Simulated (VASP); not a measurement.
# Cu2P (Pmmm) in VASP: single point with PBE

Aim: the single point of Cu2P with PBE.

Everything below comes from runs of VASP 6.6.1. Logs are shortened: lines on timing, memory, paths and dates and some standing lists are left out, and cuts for length are marked.

## 1. The cell of the first run

Symmetry: Pmmm, No. 47, orthorhombic system. Conventional cell: a = 2.510 Å, b = 2.549 Å, c = 6.495 Å, α = 90.00°, β = 90.00°, γ = 90.00°. Cu (site symmetry mm2) has 5 Cu at 2.36 to 2.55 Å and 2 P at 2.42 Å within 3.1 Å. P (site symmetry mmm) has 4 Cu at 2.42 Å and 4 P at 2.51 to 2.55 Å within 3.2 Å.

The cell was generated, and may not be a known phase.

## 2. Single point, PBE

The input, INCAR:

```
SYSTEM = Cu2P
  ALGO = Normal
  EDIFF = 1E-6
  ENCUT = 820
  GGA = PE
  GGA_COMPAT = .FALSE.
  ISIF = 2
  ISMEAR = 0
  LASPH = .TRUE.
  LCHARG = .FALSE.
  LREAL = .FALSE.
  LWAVE = .FALSE.
  NBANDS = 28
  NELM = 120
  PREC = Accurate
  SIGMA = 0.1
```

The input, KPOINTS:

```
k-points
0
G
  16 16 8
  0 0 0
```

The input, POSCAR:

```
Cu2P
1.0
    2.5098537504      0.0000000000      0.0000000000
    0.0000000000      2.5492255700      0.0000000000
    0.0000000000      0.0000000000      6.4950853736
Cu P
2 1
Direct
    0.0000000000      0.0000000000      0.6814111960
    0.0000000000      0.0000000000      0.3185888040
    0.5000000000      0.0000000000      0.0000000000
```

Potentials or basis: VASP PAW PBE potentials, release 64 (Cu_sv_GW, P).

Command:

```
cat potpaw_PBE.64/Cu_sv_GW/POTCAR potpaw_PBE.64/P/POTCAR > POTCAR
mpirun -np 1 vasp_std > vasp.out
```

OUTCAR:

```text
SYSTEM = Cu2P
   EDIFF = 1E-6
   ENCUT = 820
   GGA = PE
   ISIF = 2
   ISMEAR = 0
   LASPH = .TRUE.
   LREAL = .FALSE.
   NELM = 120
   PREC = Accurate

 ion  position               nearest neighbor table
   1  0.000  0.000  0.681-   2 2.36   3 2.42   3 2.42
   2  0.000  0.000  0.319-   1 2.36   3 2.42   3 2.42
   3  0.500  0.000  0.000-   1 2.42   2 2.42   1 2.42   2 2.42

  LATTYP: Found a simple orthorhombic cell.
 ALAT       =     2.5098537504
 B/A-ratio  =     1.0156868979
 C/A-ratio  =     2.5878342005

  Lattice vectors:

 A1 = (   2.5098537504,   0.0000000000,   0.0000000000)
 A2 = (   0.0000000000,   2.5492255700,   0.0000000000)
 A3 = (   0.0000000000,   0.0000000000,   6.4950853736)

Analysis of symmetry for initial positions (statically):
=====================================================================
 Subroutine PRICEL returns:
 Original cell was already a primitive cell.

 Routine SETGRP: Setting up the symmetry group for a
 simple orthorhombic supercell.

 Subroutine GETGRP returns: Found  8 space group operations
 (whereof  8 operations were pure point group operations)
 out of a pool of  8 trial point group operations.

The static configuration has the point symmetry D_2h.

Analysis of symmetry for dynamics (positions and initial velocities):
=====================================================================
 Subroutine PRICEL returns:
 Original cell was already a primitive cell.

 Routine SETGRP: Setting up the symmetry group for a
 simple orthorhombic supercell.

 Subroutine GETGRP returns: Found  8 space group operations
 (whereof  8 operations were pure point group operations)
 out of a pool of  8 trial point group operations.

The dynamic configuration has the point symmetry D_2h.

 Subroutine INISYM returns: Found  8 space group operations
 (whereof  8 operations are pure point group operations),
 and found     1 'primitive' translations

----------------------------------------------------------------------------------------

                                     Primitive cell

  volume of cell :      41.5567

  direct lattice vectors                    reciprocal lattice vectors
     2.509853750  0.000000000  0.000000000     0.398429590  0.000000000  0.000000000
     0.000000000  2.549225570  0.000000000     0.000000000  0.392275996  0.000000000
     0.000000000  0.000000000  6.495085374     0.000000000  0.000000000  0.153962564

  length of vectors
     2.509853750  2.549225570  6.495085374     0.398429590  0.392275996  0.153962564

  position of ions in fractional coordinates (direct lattice)
     0.000000000  0.000000000  0.681411196
     0.000000000  0.000000000  0.318588804
     0.500000000  0.000000000  0.000000000

  ion indices of the primitive-cell ions
   primitive index   ion index
                 1           1
                 2           2
                 3           3

----------------------------------------------------------------------------------------

 KPOINTS: k-points

Automatic generation of k-mesh.
 Grid dimensions read from file:
 generate k-points for:   16   16    8

 Generating k-lattice:

  Cartesian coordinates                     Fractional coordinates (reciprocal lattice)
     0.024901849  0.000000000  0.000000000     0.062500000  0.000000000  0.000000000
     0.000000000  0.024517250  0.000000000     0.000000000  0.062500000  0.000000000
     0.000000000  0.000000000  0.019245321     0.000000000  0.000000000  0.125000000

  Length of vectors
     0.024901849  0.024517250  0.019245321

  Shift w.r.t. Gamma in fractional coordinates (k-lattice)
     0.000000000  0.000000000  0.000000000

 Subroutine IBZKPT returns following result:
 ===========================================

 Found    405 irreducible k-points:

 Following reciprocal coordinates:
            Coordinates               Weight
  0.000000  0.000000  0.000000      1.000000
  0.062500  0.000000  0.000000      2.000000
  0.125000  0.000000  0.000000      2.000000
  0.187500  0.000000  0.000000      2.000000
  0.250000  0.000000  0.000000      2.000000
  0.312500  0.000000  0.000000      2.000000
[... 16 lines left out ...]
  0.250000  0.125000  0.000000      4.000000
  0.312500  0.125000  0.000000      4.000000
 [... further k-points ...]
   k-points           NKPTS =    405   k-points in BZ     NKDIM =    405   number of bands    NBANDS=     28
   number of dos      NEDOS =    301   number of ions     NIONS =      3
   total plane-waves  NPLWV =  36864
   dimension x,y,z NGX =    24 NGY =   24 NGZ =   64
   dimension x,y,z NGXF=    48 NGYF=   48 NGZF=  128
   ions per type =               2   1
   NGX,Y,Z   is equivalent  to a cutoff of  15.90, 15.65, 16.38 a.u.
   NGXF,Y,Z  is equivalent  to a cutoff of  31.79, 31.30, 32.76 a.u.
 SYSTEM =  Cu2P
   PREC   = accura    normal or accurate (medium, high low for compatibility)
   ISTART =      0    job   : 0-new  1-cont  2-samecut
   ICHARG =      2    charge: 1-file 2-atom 10-const
   ISPIN  =      1    spin polarized calculation?
   LNONCOLLINEAR =      F non collinear calculations
   LSORBIT =      F    spin-orbit coupling
   LASPH  =      T    aspherical Exc in radial PAW
   ENCUT  =  820.0 eV  60.27 Ry    7.76 a.u.   5.86  5.95 15.17*2*pi/ulx,y,z
   NELM   =    120;   NELMIN=  2; NELMDL= -5     # of ELM steps
   EDIFF  = 0.1E-05   stopping-criterion for ELM
   LREAL  =      F    real-space projection
   EDIFFG = 0.1E-04   stopping-criterion for IOM
   NSW    =      0    number of steps for IOM
   IBRION =     -1    ionic relax: 0-MD 1-quasi-New 2-CG
   NFREE  =      0    steps in history (QN), initial steepest desc. (CG)
   ISIF   =      2    stress and relaxation
   ISYM   =      2    0-nonsym 1-usesym 2-fastsym
   POTIM  = 0.5000    time-step for ionic-motion
   TEBEG  =    0.0;   TEEND  =   0.0 temperature during run
   PSTRESS=    0.0 pullay stress
   NELECT =      43.0000    total number of electrons
   NUPDOWN=      -1.0000    fix difference up-down
   EMIN   =  10.00;   EMAX   =-10.00  energy-range for DOS
   EFERMI =   0.00;   METHOD = LEGACY
   ISMEAR =     0;   SIGMA  =   0.10  broadening in eV -4-tet -1-fermi 0-gaus
   EFERMI_NEDOS =   21; number of points for ismear=-14 and -15
   IALGO  =     38    algorithm
   IMIX   =      4    mixing-type and parameters
     AMIX     =   0.40;   BMIX     =  1.00
     AMIX_MAG =   1.60;   BMIX_MAG =  1.00
  volume/ion in A,a.u.               =      13.85        93.48
  Fermi-wavevector in a.u.,A,eV,Ry     =   1.655835  3.129075 37.304325  2.741791
  Thomas-Fermi vector in A             =   2.743863
   LORBIT       =      0    0 simple, 1 ext, 2 COOP (PROOUT), +10 PAW based schemes
   GGA     = PE    functional components
   LHFCALC =     F    Hartree Fock is set to
   AEXX    =    0.0000 exact exchange contribution
   IVDW    =     0    specifies the selected vdW correction
   LEPSILON=     F    determine dielectric tensor
   LRPA    =     F    only Hartree local field effects (RPA)
 non-spin polarized calculation
 Gauss-broadening in eV      SIGMA  =   0.10
  energy-cutoff  :      820.00
  volume of cell :       41.56
 maximum number of plane-waves:      2256
 NGX is ok and might be reduce to    24
   NGX = 11   NGY = 11   NGZ = 31

 number of electron      42.9999984 magnetization

 Free energy of the ion-electron system (eV)
  ---------------------------------------------------
  ext. energy  EPLUGINS =         0.00000000
  ---------------------------------------------------
  free energy    TOTEN  =       -12.10405464 eV

  energy without entropy =      -12.09950340  energy(sigma->0) =      -12.10177902

 E-fermi :   7.4467     XC(G=0): -12.0445

 val. band max:        7.4429951912   @ k =   0.4375   0.3125   0.2500
 cond. band min:       7.4480995900   @ k =   0.1875   0.1250   0.5000
 fundamental gap:      0.0051043988
 Fermi energy:         7.4466549144

 k-point     1 :       0.0000    0.0000    0.0000
  band No.  band energies     occupation
      1    -105.2576      2.00000
      2    -105.2504      2.00000
      3     -62.7457      2.00000
      4     -62.6762      2.00000
      5     -62.6095      2.00000
      6     -62.6038      2.00000
[... 20 lines left out ...]
     27      19.2081      0.00000
     28      22.2358      0.00000

 k-point     2 :       0.0625    0.0000    0.0000
  band No.  band energies     occupation
      1    -105.2572      2.00000
      2    -105.2501      2.00000
      3     -62.7455      2.00000
      4     -62.6758      2.00000
      5     -62.6119      2.00000
      6     -62.6063      2.00000
[... 20 lines left out ...]
     27      19.6962      0.00000
     28      20.9042      0.00000

 k-point     3 :       0.1250    0.0000    0.0000
  band No.  band energies     occupation
      1    -105.2566      2.00000
      2    -105.2494      2.00000
      3     -62.7447      2.00000
      4     -62.6752      2.00000
      5     -62.6198      2.00000
      6     -62.6137      2.00000
[... 20 lines left out ...]
     27      18.7200      0.00000
     28      20.7659      0.00000

 k-point     4 :       0.1875    0.0000    0.0000
  band No.  band energies     occupation
      1    -105.2556      2.00000
      2    -105.2485      2.00000
      3     -62.7438      2.00000
      4     -62.6744      2.00000
      5     -62.6311      2.00000
      6     -62.6249      2.00000
[... 20 lines left out ...]
     27      17.3021      0.00000
     28      18.6311      0.00000

 k-point     5 :       0.2500    0.0000    0.0000
  band No.  band energies     occupation
      1    -105.2545      2.00000
      2    -105.2474      2.00000
      3     -62.7425      2.00000
      4     -62.6733      2.00000
      5     -62.6445      2.00000
      6     -62.6383      2.00000
[... 20 lines left out ...]
     27      16.2189      0.00000
     28      18.2483      0.00000

 k-point     6 :       0.3125    0.0000    0.0000
  band No.  band energies     occupation
      1    -105.2533      2.00000
      2    -105.2461      2.00000
      3     -62.7410      2.00000
      4     -62.6721      2.00000
      5     -62.6579      2.00000
      6     -62.6512      2.00000
[... 463 lines left out ...]
      5     -62.6190      2.00000
      6     -62.6131      2.00000
[... 20 lines left out ...]
     27      19.4164      0.00000
     28      19.6073      0.00000

 k-point    22 :       0.1875    0.1250    0.0000
  band No.  band energies     occupation
      1    -105.2550      2.00000
      2    -105.2478      2.00000
      3     -62.7430      2.00000
      4     -62.6738      2.00000
      5     -62.6304      2.00000
      6     -62.6243      2.00000
[... 20 lines left out ...]
     27      18.6025      0.00000
     28      19.5901      0.00000

 k-point    23 :       0.2500    0.1250    0.0000
  band No.  band energies     occupation
      1    -105.2539      2.00000
      2    -105.2467      2.00000
      3     -62.7416      2.00000
      4     -62.6727      2.00000
      5     -62.6439      2.00000
      6     -62.6374      2.00000
[... 20 lines left out ...]
     27      16.6004      0.00000
     28      20.1108      0.00000

 k-point    24 :       0.3125    0.1250    0.0000
  band No.  band energies     occupation
      1    -105.2527      2.00000
      2    -105.2455      2.00000
      3     -62.7403      2.00000
      4     -62.6715      2.00000
      5     -62.6573      2.00000
      6     -62.6507      2.00000
[... 20 lines left out ...]
     27      15.3862      0.00000
     28      20.4423      0.00000

 [... further k-points ...]
[... 5 lines left out ...]
  --------------------------------------------------------------------------------------
  -------------------------------------------------------------------------------------
  Total       -0.1624939     -0.1562127     -0.1500291      0.0000000      0.0000000      0.0000000
  in kB       -6.2647833     -6.0226183     -5.7842147      0.0000000      0.0000000      0.0000000
  external PRESSURE =      -6.0238721 kB  Pullay stress =       0.0000000 kB

 VOLUME and BASIS-vectors are now :
 -----------------------------------------------------------------------------
  energy-cutoff  :      820.00
  volume of cell :       41.56
      direct lattice vectors                 reciprocal lattice vectors
     2.509853750  0.000000000  0.000000000     0.398429590  0.000000000  0.000000000
     0.000000000  2.549225570  0.000000000     0.000000000  0.392275996  0.000000000
     0.000000000  0.000000000  6.495085374     0.000000000  0.000000000  0.153962564

 POSITION                                       TOTAL-FORCE (eV/Angst)
 -----------------------------------------------------------------------------------
      0.00000      0.00000      4.42582        -0.000000      0.000000      0.005018
      0.00000      0.00000      2.06926         0.000000     -0.000000     -0.005018
      1.25493      0.00000      0.00000        -0.000000      0.000000      0.000000
 -----------------------------------------------------------------------------------
    total drift:                                0.000000     -0.000000      0.000000

  FREE ENERGIE OF THE ION-ELECTRON SYSTEM (eV)
  ---------------------------------------------------
  free  energy   TOTEN  =       -12.1040546401 eV

  energy  without entropy=      -12.0995033984  energy(sigma->0) =      -12.10177902
```

It took 5.3 min on 1 thread of Intel Xeon 6975P-C (Granite Rapids), shared host; peak memory 0.93 GiB.

Results:

```
Free energy            : -12.1041 eV
Pressure               : -0.6 GPa
Largest force          : 0.005 eV/Å
Band gap on the k mesh : zero (an odd number of electrons rules out a gap without spin polarisation)
```

Forces on the atoms (eV/Å):
```
Cu   0.000  0.000  0.005
Cu   0.000  0.000 -0.005
P    0.000  0.000  0.000
```

Levels at points of the mesh, in eV from the Fermi level:
```
           k point  band 18  band 19  band 20  band 21  band 22  band 23  band 24  band 25
(0.00, 0.00, 0.00)    -2.23    -2.13    -1.93    -1.88     3.89     4.40     4.94     5.42
(0.50, 0.00, 0.00)    -2.47    -2.44    -2.03    -0.69     0.36     1.17     1.41     7.02
(0.00, 0.50, 0.00)    -2.49    -2.40    -2.16    -0.71     0.59     0.84     1.14     7.63
(0.50, 0.50, 0.00)    -2.21    -2.21    -1.50    -1.47     1.41     1.49     5.00     5.48
(0.00, 0.00, 0.50)    -2.29    -2.18    -1.93    -1.88     0.03     4.99     5.47     7.55
(0.50, 0.00, 0.50)    -2.50    -2.46    -2.04    -1.43     0.82     3.01     3.02     4.18
(0.00, 0.50, 0.50)    -2.34    -2.19    -1.52    -1.49    -1.14     1.53     3.32     5.17
(0.50, 0.50, 0.50)    -1.87    -1.50    -1.47    -1.07     0.26     2.19     3.98     5.42
```
